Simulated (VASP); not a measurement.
Wanted: the native input for a VASP 6.6.1 run.

| Property | Result |
| --- | --- |
| Task | single point |
| Functional | PBE |
| Potentials or basis | VASP PAW PBE potentials, release 64 (Al) |
| Cutoff | 520 eV |
| k mesh | 12 × 12 × 12 |
| Occupations | fermi-dirac, width 0.1 eV |
| Spin | collinear spin, ferromagnetic start |
| Starting moments | [1.0] μB |
| Fixed moment | 1 μB |
| Dipole correction | no |
| Further INCAR settings | ALGO = Normal; EDIFF = 1e-07; NBANDS = 12 |

The structure of Al lies in POSCAR:

```
Al
1.0
   -1.6017568692      1.6017568692      1.6017568692
    1.6017568692     -1.6017568692      1.6017568692
    1.6017568692      1.6017568692     -1.6017568692
Al
1
Direct
    0.0000000000      0.0000000000      0.0000000000
```

This cell differs from its parent crystal: volume scaled by 1.02.

The input as run:

INCAR

```
SYSTEM = Al
ALGO     = Normal         ! electronic algorithm
EDIFF    = 1E-7           ! SCF threshold, eV
ENCUT    = 520            ! plane-wave cutoff, eV
GGA      = PE             ! functional
ISIF     = 2              ! what is computed and relaxed
ISMEAR   = -1             ! smearing method
ISPIN    = 2              ! spin polarisation
LASPH    = .True.         ! aspherical terms in the spheres
LCHARG   = .False.        ! write CHGCAR
LORBIT   = 11             ! projections on sites
LREAL    = .False.        ! projectors in reciprocal space
LWAVE    = .False.        ! write WAVECAR
MAGMOM   = 1              ! initial moments
NBANDS   = 12             ! bands
NELM     = 150            ! most SCF steps
NUPDOWN  = 1.0            ! fixed moment
PREC     = Accurate       ! precision mode
SIGMA    = 0.1            ! smearing width, eV
```

KPOINTS

```
k-points
0
Gamma
  12 12 12
  0 0 0
```

Potentials or basis: VASP PAW PBE potentials, release 64 (Al).

The run is started by

```sh
$ cat potpaw_PBE.64/Al/POTCAR > POTCAR
$ mpirun -np 1 vasp_std > vasp.out
```

It gave:

```yaml
Pressure: 9.0 GPa
Net_moment: 1.00 μB per cell
Site_moments: Al +0.25 μB
Valence_electrons_inside_the_program's_atomic_spheres: Al 0.78
```

Caveat: the total moment is fixed, so each spin has its own Fermi level.

It took 12 s on 1 thread of Intel(R) Xeon(R) 6975P-C (Granite Rapids), on a shared host, peak memory 0.15 GiB.
